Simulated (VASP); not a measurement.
Here is a VASP 6.6.1 calculation.

File POSCAR:

```
SnO2
1.0
    4.7152035480      0.0000000000      0.0000000000
    0.0000000000      4.7153341882      0.0000000000
    0.0000000000      0.0000000000      3.1869140960
Sn O
2 4
Direct
    0.5000000000      0.5000000000      0.5000000000
    0.0000000000      0.0000000000      0.0000000000
    0.3054772013      0.3055262243      0.0000000000
    0.8054772013      0.1944737757      0.5000000000
    0.1945227987      0.8055262243      0.5000000000
    0.6945227987      0.6944737757      0.0000000000
```

File INCAR.step1:

```
SYSTEM = SnO2
ALGO = Normal
EDIFF = 1E-4
ENCUT = 520
GGA = PE
ISMEAR = 0
LASPH = .True.
LCHARG = .False.
LREAL = .False.
LWAVE = .True.
NBANDS = 35
NELM = 80
PREC = Accurate
SIGMA = 0.02
```

INCAR.step2

```
SYSTEM = SnO2
ALGO = Normal
EDIFF = 1E-6
ENCUT = 520
ISIF = 2
ISMEAR = 0
ISTART = 1
LASPH = .True.
LCHARG = .False.
LMIXTAU = .True.
LREAL = .False.
LWAVE = .False.
METAGGA = R2SCAN
NBANDS = 35
NELM = 80
PREC = Accurate
SIGMA = 0.02
```

The input KPOINTS:

```
k-points
0
Gamma
  6 6 8
  0 0 0
```

Potentials or basis: VASP PAW PBE potentials, release 64 (Sn_d, O).

Run with:

```bash
$ cat potpaw_PBE.64/Sn_d/POTCAR potpaw_PBE.64/O/POTCAR > POTCAR
$ cp INCAR.step1 INCAR
$ mpirun -np 1 vasp_std > vasp.out
$ cp INCAR.step2 INCAR
$ mpirun -np 1 vasp_std > vasp.out
```

(1) Estimate the pressure.

(2) What does it give for the largest force?

## Answers

(1) 6.2 GPa.

(2) 0.019 eV/Å.

Caveat: the cell stands under pressure; the PAW data sets were made with another functional, which shifts forces and pressure a little.
